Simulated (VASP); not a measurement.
# K (Fm-3m) in VASP: a series of runs

K is run at these levels: LDA; tasks: single point.

Program: VASP 6.6.1. These are calculated values, not measurements. Logs are shortened: lines on timing, memory, paths and dates and some standing lists are left out, and cuts for length are marked.

## (1) The cell of the first run

It takes space group Fm-3m (No. 225, cubic). The conventional cell has a = 5.805 Å, b = 5.805 Å, c = 5.805 Å, α = 90.00°, β = 90.00°, γ = 90.00°. K (site symmetry m-3m) has 12 K at 4.10 Å within 5.4 Å.

This isn't the form of K at room conditions, which is bcc.

## (2) Single point, LDA (48.89 Å³/atom)

INCAR

```
PREC = Accurate
ENCUT = 520
EDIFF = 1E-6
ISMEAR = -1
SIGMA = 0.08
LREAL = F
LASPH = T
NELM = 80
ALGO = Normal
ISIF = 2
LWAVE = F
LCHARG = F
NBANDS = 10
```

KPOINTS

```
Automatic mesh
0
Gamma
  12 12 12
```

POSCAR

```
K
1.0
    0.0000000000      2.9022637893      2.9022637893
    2.9022637893      0.0000000000      2.9022637893
    2.9022637893      2.9022637893      0.0000000000
K
1
Direct
    0.0000000000      0.0000000000      0.0000000000
```

Potentials or basis: VASP PAW LDA potentials, release 64 (K_sv).

The run is started by

```bash
$ cat potpaw_LDA.64/K_sv/POTCAR > POTCAR
$ mpirun -np 1 vasp_std > vasp.out
```

OUTCAR:

```text
PREC = Accurate
   ENCUT = 520
   EDIFF = 1E-6
   ISMEAR = -1
   LREAL = F
   LASPH = T
   NELM = 80
   ISIF = 2

 ion  position               nearest neighbor table
   1  0.000  0.000  0.000-

  LATTYP: Found a face centered cubic cell.
 ALAT       =     5.8045275786

  Lattice vectors:

 A1 = (   0.0000000000,   2.9022637893,   2.9022637893)
 A2 = (   2.9022637893,   0.0000000000,   2.9022637893)
 A3 = (   2.9022637893,   2.9022637893,   0.0000000000)

Analysis of symmetry for initial positions (statically):
=====================================================================
 Subroutine PRICEL returns:
 Original cell was already a primitive cell.

 Routine SETGRP: Setting up the symmetry group for a
 face centered cubic supercell.

 Subroutine GETGRP returns: Found 48 space group operations
 (whereof 48 operations were pure point group operations)
 out of a pool of 48 trial point group operations.

The static configuration has the point symmetry O_h .

Analysis of symmetry for dynamics (positions and initial velocities):
=====================================================================
 Subroutine PRICEL returns:
 Original cell was already a primitive cell.

 Routine SETGRP: Setting up the symmetry group for a
 face centered cubic supercell.

 Subroutine GETGRP returns: Found 48 space group operations
 (whereof 48 operations were pure point group operations)
 out of a pool of 48 trial point group operations.

The dynamic configuration has the point symmetry O_h .

 Subroutine INISYM returns: Found 48 space group operations
 (whereof 48 operations are pure point group operations),
 and found     1 'primitive' translations

----------------------------------------------------------------------------------------

                                     Primitive cell

  volume of cell :      48.8923

  direct lattice vectors                    reciprocal lattice vectors
     0.000000000  2.902263789  2.902263789    -0.172279309  0.172279309  0.172279309
     2.902263789  0.000000000  2.902263789     0.172279309 -0.172279309  0.172279309
     2.902263789  2.902263789  0.000000000     0.172279309  0.172279309 -0.172279309

  length of vectors
     4.104420812  4.104420812  4.104420812     0.298396516  0.298396516  0.298396516

  position of ions in fractional coordinates (direct lattice)
     0.000000000  0.000000000  0.000000000

  ion indices of the primitive-cell ions
   primitive index   ion index
                 1           1

----------------------------------------------------------------------------------------

 KPOINTS: Automatic mesh

Automatic generation of k-mesh.
 Grid dimensions read from file:
 generate k-points for:   12   12   12

 Generating k-lattice:

  Cartesian coordinates                     Fractional coordinates (reciprocal lattice)
    -0.014356609  0.014356609  0.014356609     0.083333333  0.000000000  0.000000000
     0.014356609 -0.014356609  0.014356609     0.000000000  0.083333333  0.000000000
     0.014356609  0.014356609 -0.014356609     0.000000000  0.000000000  0.083333333

  Length of vectors
     0.024866376  0.024866376  0.024866376

  Shift w.r.t. Gamma in fractional coordinates (k-lattice)
     0.000000000  0.000000000  0.000000000

 Subroutine IBZKPT returns following result:
 ===========================================

 Found     72 irreducible k-points:

 Following reciprocal coordinates:
            Coordinates               Weight
  0.000000  0.000000  0.000000      1.000000
  0.083333  0.000000  0.000000      8.000000
  0.166667  0.000000  0.000000      8.000000
  0.250000  0.000000  0.000000      8.000000
  0.333333  0.000000  0.000000      8.000000
  0.416667  0.000000  0.000000      8.000000
[... 16 lines left out ...]
  0.500000  0.166667  0.000000     24.000000
 -0.416667  0.166667  0.000000     24.000000
 [... further k-points ...]
   k-points           NKPTS =     72   k-points in BZ     NKDIM =     72   number of bands    NBANDS=     10
   number of dos      NEDOS =    301   number of ions     NIONS =      1
   total plane-waves  NPLWV =  32768
   dimension x,y,z NGX =    32 NGY =   32 NGZ =   32
   dimension x,y,z NGXF=    64 NGYF=   64 NGZF=   64
   ions per type =               1
   NGX,Y,Z   is equivalent  to a cutoff of  12.96, 12.96, 12.96 a.u.
   NGXF,Y,Z  is equivalent  to a cutoff of  25.92, 25.92, 25.92 a.u.
 SYSTEM =  unknown system
   PREC   = accura    normal or accurate (medium, high low for compatibility)
   ISTART =      0    job   : 0-new  1-cont  2-samecut
   ICHARG =      2    charge: 1-file 2-atom 10-const
   ISPIN  =      1    spin polarized calculation?
   LNONCOLLINEAR =      F non collinear calculations
   LSORBIT =      F    spin-orbit coupling
   LASPH  =      T    aspherical Exc in radial PAW
   ENCUT  =  520.0 eV  38.22 Ry    6.18 a.u.   7.63  7.63  7.63*2*pi/ulx,y,z
   NELM   =     80;   NELMIN=  2; NELMDL= -5     # of ELM steps
   EDIFF  = 0.1E-05   stopping-criterion for ELM
   LREAL  =      F    real-space projection
   EDIFFG = 0.1E-04   stopping-criterion for IOM
   NSW    =      0    number of steps for IOM
   IBRION =     -1    ionic relax: 0-MD 1-quasi-New 2-CG
   NFREE  =      0    steps in history (QN), initial steepest desc. (CG)
   ISIF   =      2    stress and relaxation
   ISYM   =      2    0-nonsym 1-usesym 2-fastsym
   POTIM  = 0.5000    time-step for ionic-motion
   TEBEG  =    0.0;   TEEND  =   0.0 temperature during run
   PSTRESS=    0.0 pullay stress
   NELECT =       9.0000    total number of electrons
   NUPDOWN=      -1.0000    fix difference up-down
   EMIN   =  10.00;   EMAX   =-10.00  energy-range for DOS
   EFERMI =   0.00;   METHOD = LEGACY
   ISMEAR =    -1;   SIGMA  =   0.08  broadening in eV -4-tet -1-fermi 0-gaus
   EFERMI_NEDOS =   21; number of points for ismear=-14 and -15
   IALGO  =     38    algorithm
   IMIX   =      4    mixing-type and parameters
     AMIX     =   0.40;   BMIX     =  1.00
     AMIX_MAG =   1.60;   BMIX_MAG =  1.00
  volume/ion in A,a.u.               =      48.89       329.94
  Fermi-wavevector in a.u.,A,eV,Ry     =   0.931270  1.759844 11.799832  0.867263
  Thomas-Fermi vector in A             =   2.057745
   LORBIT       =      0    0 simple, 1 ext, 2 COOP (PROOUT), +10 PAW based schemes
   GGA     = CA    functional components
   LHFCALC =     F    Hartree Fock is set to
   AEXX    =    0.0000 exact exchange contribution
   IVDW    =     0    specifies the selected vdW correction
   LEPSILON=     F    determine dielectric tensor
   LRPA    =     F    only Hartree local field effects (RPA)
 non-spin polarized calculation
  energy-cutoff  :      520.00
  volume of cell :       48.89
 maximum number of plane-waves:      1363
   NGX = 15   NGY = 15   NGZ = 15

 number of electron       9.0000001 magnetization

 Free energy of the ion-electron system (eV)
  ---------------------------------------------------
  ext. energy  EPLUGINS =         0.00000000
  ---------------------------------------------------
  free energy    TOTEN  =        -1.09388318 eV

  energy without entropy =       -1.07950136  energy(sigma->0) =       -1.08669227

 E-fermi :   0.7750     XC(G=0):  -7.0298

 val. band max:        0.7576853681   @ k =  -0.4167   0.0833   0.0000
 cond. band min:       0.8680328009   @ k =   0.5000   0.3333   0.0833
 fundamental gap:      0.1103474328
 Fermi energy:         0.7750196793

 k-point     1 :       0.0000    0.0000    0.0000
  band No.  band energies     occupation
      1     -30.8970      2.00000
      2     -14.5049      2.00000
      3     -14.5049      2.00000
      4     -14.5049      2.00000
      5      -2.0172      2.00000
      6       5.1636      0.00000
      7       5.1636      0.00000
      8       5.1636      0.00000
      9       6.7689      0.00000
     10       6.7689      0.00000

 k-point     2 :       0.0833    0.0000    0.0000
  band No.  band energies     occupation
      1     -30.8952      2.00000
      2     -14.5240      2.00000
      3     -14.5072      2.00000
      4     -14.5072      2.00000
      5      -1.8998      2.00000
      6       4.9236      0.00000
      7       5.2153      0.00000
      8       5.2153      0.00000
      9       6.6778      0.00000
     10       6.6778      0.00000

 k-point     3 :       0.1667    0.0000    0.0000
  band No.  band energies     occupation
      1     -30.8905      2.00000
      2     -14.5758      2.00000
      3     -14.5136      2.00000
      4     -14.5136      2.00000
      5      -1.5578      2.00000
      6       4.3584      0.00000
      7       5.3093      0.00000
      8       5.3093      0.00000
      9       6.5433      0.00000
     10       6.5433      0.00000

 k-point     4 :       0.2500    0.0000    0.0000
  band No.  band energies     occupation
      1     -30.8840      2.00000
      2     -14.6451      2.00000
      3     -14.5223      2.00000
      4     -14.5223      2.00000
      5      -1.0213      2.00000
      6       3.6706      0.00000
      7       5.2791      0.00000
      8       5.2791      0.00000
      9       6.6560      0.00000
     10       6.6560      0.00000

 k-point     5 :       0.3333    0.0000    0.0000
  band No.  band energies     occupation
      1     -30.8774      2.00000
      2     -14.7129      2.00000
      3     -14.5309      2.00000
      4     -14.5309      2.00000
      5      -0.3379      2.00000
      6       2.9415      0.00000
      7       5.1169      0.00000
      8       5.1169      0.00000
      9       7.0750      0.00000
     10       7.0750      0.00000

 k-point     6 :       0.4167    0.0000    0.0000
  band No.  band energies     occupation
      1     -30.8727      2.00000
      2     -14.7616      2.00000
      3     -14.5372      2.00000
      4     -14.5372      2.00000
      5       0.4209      1.97636
      6       2.1960      0.00000
      7       4.9700      0.00000
      8       4.9700      0.00000
      9       7.5836      0.00000
     10       7.5836      0.00000
[... 183 lines left out ...]
 k-point    21 :       0.3333    0.1667    0.0000
  band No.  band energies     occupation
      1     -30.8775      2.00000
      2     -14.6736      2.00000
      3     -14.5506      2.00000
      4     -14.5494      2.00000
      5      -0.4500      2.00000
      6       3.3941      0.00000
      7       4.5478      0.00000
      8       5.4783      0.00000
      9       6.2086      0.00000
     10       7.3924      0.00000

 k-point    22 :       0.4167    0.1667    0.0000
  band No.  band energies     occupation
      1     -30.8721      2.00000
      2     -14.7219      2.00000
      3     -14.5658      2.00000
      4     -14.5549      2.00000
      5       0.2455      1.99733
      6       2.7712      0.00000
      7       4.2794      0.00000
      8       5.3612      0.00000
      9       6.7377      0.00000
     10       7.7651      0.00000

 k-point    23 :       0.5000    0.1667    0.0000
  band No.  band energies     occupation
      1     -30.8688      2.00000
      2     -14.7505      2.00000
      3     -14.5801      2.00000
      4     -14.5548      2.00000
      5       1.0054      0.10635
      6       2.0785      0.00000
      7       4.1528      0.00000
      8       5.2508      0.00000
      9       7.2237      0.00000
     10       7.8867      0.00000

 k-point    24 :      -0.4167    0.1667    0.0000
  band No.  band energies     occupation
      1     -30.8684      2.00000
      2     -14.7528      2.00000
      3     -14.5890      2.00000
      4     -14.5493      2.00000
      5       1.2482      0.00539
      6       1.8676      0.00000
      7       4.0922      0.00000
      8       5.2184      0.00000
      9       7.5046      0.00000
     10       7.6151      0.00000

 [... further k-points ...]

------------------------ aborting loop because EDIFF is reached ----------------------------------------

  FORCE on cell =-STRESS in cart. coord.  units (eV):
  Direction    XX          YY          ZZ          XY          YZ          ZX
  --------------------------------------------------------------------------------------
  -------------------------------------------------------------------------------------
  Total        0.6227986      0.6227986      0.6227986      0.0000000     -0.0000000     -0.0000000
  in kB       20.4088059     20.4088059     20.4088059      0.0000000     -0.0000000     -0.0000000
  external PRESSURE =      20.4088059 kB  Pullay stress =       0.0000000 kB

 VOLUME and BASIS-vectors are now :
 -----------------------------------------------------------------------------
  energy-cutoff  :      520.00
  volume of cell :       48.89
      direct lattice vectors                 reciprocal lattice vectors
     0.000000000  2.902263789  2.902263789    -0.172279309  0.172279309  0.172279309
     2.902263789  0.000000000  2.902263789     0.172279309 -0.172279309  0.172279309
     2.902263789  2.902263789  0.000000000     0.172279309  0.172279309 -0.172279309

 POSITION                                       TOTAL-FORCE (eV/Angst)
 -----------------------------------------------------------------------------------
      0.00000      0.00000      0.00000        -0.000000     -0.000000     -0.000000
 -----------------------------------------------------------------------------------
    total drift:                                0.000000      0.000000      0.000000

  FREE ENERGIE OF THE ION-ELECTRON SYSTEM (eV)
  ---------------------------------------------------
  free  energy   TOTEN  =        -1.0938831800 eV

  energy  without entropy=       -1.0795013593  energy(sigma->0) =       -1.08669227
```

It took 21 s on 1 thread of Intel Xeon Platinum 8259CL at 2.50GHz (Skylake/Cascade Lake), shared host; peak memory 0.16 GiB.

What came out:

| Quantity | Value |
| --- | --- |
| Free energy | -1.0939 eV |
| Pressure | 2.0 GPa |
| Band gap on the k mesh | zero (an odd number of electrons rules out a gap without spin polarisation) |

Levels at points of the mesh, in eV from the Fermi level:
```
           k point  band 2  band 3  band 4  band 5  band 6  band 7  band 8  band 9
(0.00, 0.00, 0.00)  -15.28  -15.28  -15.28   -2.79    4.39    4.39    4.39    5.99
(0.50, 0.00, 0.00)  -15.55  -15.31  -15.31    0.20    0.88    4.14    4.14    7.07
(0.50, 0.50, 0.00)  -15.53  -15.38  -15.38    0.62    2.03    2.06    6.58    6.58
```

## (3) Single point, LDA (54.04 Å³/atom)

This run uses another cell than the first one, of 54.04 Å³/atom.

INCAR

```
ALGO = Normal
EDIFF = 1E-6
ENCUT = 520
ISIF = 2
ISMEAR = -1
LASPH = T
LCHARG = T
LELF = T
LREAL = F
LVHAR = T
LWAVE = F
NBANDS = 10
NELM = 80
PREC = Accurate
SIGMA = 0.08
```

KPOINTS

```
k-points
0
Gamma
  12 12 12
```

POSCAR

```
K
1.0
    0.0000000000      3.0007198273      3.0007198273
    3.0007198273      0.0000000000      3.0007198273
    3.0007198273      3.0007198273      0.0000000000
K
1
Direct
    0.0000000000      0.0000000000      0.0000000000
```

Potentials or basis: VASP PAW LDA potentials, release 64 (K_sv).

The run is started by

```bash
$ cat potpaw_LDA.64/K_sv/POTCAR > POTCAR
$ mpirun -np 1 vasp_std > vasp.out
```

It took 21 s on 1 thread of Intel Xeon Platinum 8259CL at 2.50GHz (Skylake/Cascade Lake), shared host; peak memory 0.16 GiB.

It converged, with:

```yaml
Free_energy: -1.1432 eV
Pressure: 1.1 GPa
Band_gap_on_the_k_mesh: zero (an odd number of electrons rules out a gap without spin polarisation)
```

Levels at points of the mesh, in eV from the Fermi level:
| k point | band 1 | band 2 | band 3 | band 4 | band 5 | band 6 | band 7 | band 8 | band 9 | band 10 |
| --- | --- | --- | --- | --- | --- | --- | --- | --- | --- | --- |
| (0.00, 0.00, 0.00) | -31.68 | -15.31 | -15.31 | -15.31 | -2.63 | 4.34 | 4.34 | 4.34 | 5.83 | 5.83 |
| (0.50, 0.00, 0.00) | -31.66 | -15.51 | -15.34 | -15.34 | 0.24 | 0.79 | 4.10 | 4.10 | 6.83 | 6.88 |
| (0.50, 0.50, 0.00) | -31.65 | -15.50 | -15.38 | -15.38 | 0.73 | 1.84 | 2.15 | 6.12 | 6.12 | 6.84 |

## (4) Single point, LDA (54.04 Å³/atom)

This run uses another cell than the first one, of 54.04 Å³/atom.

INCAR

```
SYSTEM = K
PREC = Accurate
ENCUT = 520
EDIFF = 1E-6
ISMEAR = -1
SIGMA = 0.08
LREAL = .FALSE.
LASPH = .TRUE.
NELM = 60
ALGO = Normal
ISIF = 2
LWAVE = .FALSE.
LCHARG = .TRUE.
LELF = .TRUE.
LVHAR = .TRUE.
NBANDS = 10
```

KPOINTS

```
Automatic mesh
0
G
  12 12 12
  0 0 0
```

POSCAR is that of step 3.

The run is started by

```bash
$ cat potpaw_LDA.64/K_sv/POTCAR > POTCAR
$ mpirun -np 1 vasp_std > vasp.out
```

It took 21 s on 1 thread of Intel Xeon Platinum 8259CL at 2.50GHz (Skylake/Cascade Lake), shared host; peak memory 0.17 GiB.

The run converged. Its results:

```yaml
Free_energy: -1.1432 eV
Pressure: 1.1 GPa
Band_gap_on_the_k_mesh: zero (an odd number of electrons rules out a gap without spin polarisation)
```

Levels at points of the mesh, in eV from the Fermi level:
```tsv
k point	band 2	band 3	band 4	band 5	band 6	band 7	band 8	band 9
(0.00, 0.00, 0.00)	-15.31	-15.31	-15.31	-2.63	4.34	4.34	4.34	5.83
(0.50, 0.00, 0.00)	-15.51	-15.34	-15.34	0.24	0.79	4.10	4.10	6.83
(0.50, 0.50, 0.00)	-15.50	-15.38	-15.38	0.73	1.84	2.15	6.12	6.12
```
